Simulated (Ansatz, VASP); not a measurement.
## Rh in VASP and in Ansatz

Contents of INCAR:

```
PREC = Accurate
ENCUT = 520
EDIFF = 1E-6
ISMEAR = 0
SIGMA = 0.15
LREAL = False
LASPH = True
NELM = 60
ALGO = Fast
ISIF = 2
LWAVE = False
LCHARG = False
GGA = PE
NBANDS = 22
```

The input KPOINTS:

```
Automatic mesh
0
Gamma
  18 18 10
```

File POSCAR:

```
Rh
1.0
    2.7521000000      0.0000000000      0.0000000000
   -1.3760500000      2.3833885137      0.0000000000
    0.0000000000      0.0000000000      4.4553000000
Rh
2
Direct
    0.6666666667      0.3333333333      0.7500000000
    0.3333333333      0.6666666667      0.2500000000
```

Input for Ansatz:

```yaml
crystal:
  lattice:
    - [2.7521, 0.0, 0.0]
    - [-1.37605, 2.3833885137, 0.0]
    - [0.0, 0.0, 4.4553]
  atoms:
    - { symbol: Rh, position: [0.6666666667, 0.3333333333, 0.75] }
    - { symbol: Rh, position: [0.3333333333, 0.6666666667, 0.25] }
basis:
  ecutwfc: 420
kpoints:
  mp_grid: { grid: [18, 18, 10] }
hamiltonian:
  xc: pbe
  pseudopotentials: { kind: paw, azcp: { folder: soft_1 } }
scf:
  occupations: { method: gaussian, width: 0.15 }
output:
  forces: true
  stress: true
  eigenvalues: true
```

Alike in both runs: task single point; functional PBE; k mesh 18 × 18 × 10; occupations gaussian, width 0.15 eV; no spin polarisation.

```csv
,VASP,Ansatz
version,VASP 6.6.1,Ansatz 0.2.0
potentials or method,"VASP PAW PBE potentials, release 64 (Rh_pv), cutoff 520 eV","scalar-relativistic, plane waves, PAW"
valence electrons in the cell,30,34
```

|  | VASP | Ansatz | Ansatz less VASP |
| --- | --- | --- | --- |
| gap on the k mesh at the Fermi level (eV) | none | none | - |
| pressure (GPa) | -8.2 | -8.2 | -0.02 |
| traceless stress, the component that is largest in VASP (GPa) | -0.91 | -0.92 | -0.007 |

A gap of «none» marks a metal or a gap that the smearing closes. The functional is the same, so the differences come from potentials, cutoffs and numerics. VASP's potentials hold 30 valence electrons a cell and Ansatz's 34, so a difference there can come from the potentials and not from the codes.
